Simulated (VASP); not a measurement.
A run of VASP 6.6.1:

INCAR

```
ALGO = Normal
EDIFF = 1E-6
ENCUT = 520
GGA = CA
ISIF = 2
ISMEAR = 0
LASPH = True
LCHARG = True
LELF = True
LREAL = False
LVHAR = True
LWAVE = False
NBANDS = 20
NELM = 80
PREC = Accurate
SIGMA = 0.01
```

File KPOINTS:

```
k-points
0
Gamma
  9 9 9
```

POSCAR

```
NaLiCl2
1.0
    1.8369329624      1.0605537403      6.0865996775
   -1.8369329624      1.0605537403      6.0865996775
    0.0000000000     -2.1211074807      6.0865996775
Na Li Cl
1 1 2
Direct
    0.0000000000      0.0000000000      0.0000000000
    0.5000000000      0.5000000000      0.5000000000
    0.7575972094      0.7575972094      0.7575972094
    0.2424027906      0.2424027906      0.2424027906
```

Potentials or basis: VASP PAW LDA potentials, release 64 (Na_pv, Li_sv, Cl).

Launch:

```sh
$ cat potpaw_LDA.64/Na_pv/POTCAR potpaw_LDA.64/Li_sv/POTCAR potpaw_LDA.64/Cl/POTCAR > POTCAR
$ mpirun -np 1 vasp_std > vasp.out
```

Hardware: 1 thread of Intel(R) Xeon(R) 6975P-C (Granite Rapids), with other jobs on the host.

Task: How long does it take, and how much memory?

Result: Wall time 97 s on 1 thread of Intel(R) Xeon(R) 6975P-C (Granite Rapids), with other jobs on the host, peak memory 0.3 GiB. Counts: scf iterations 12, k points 85.
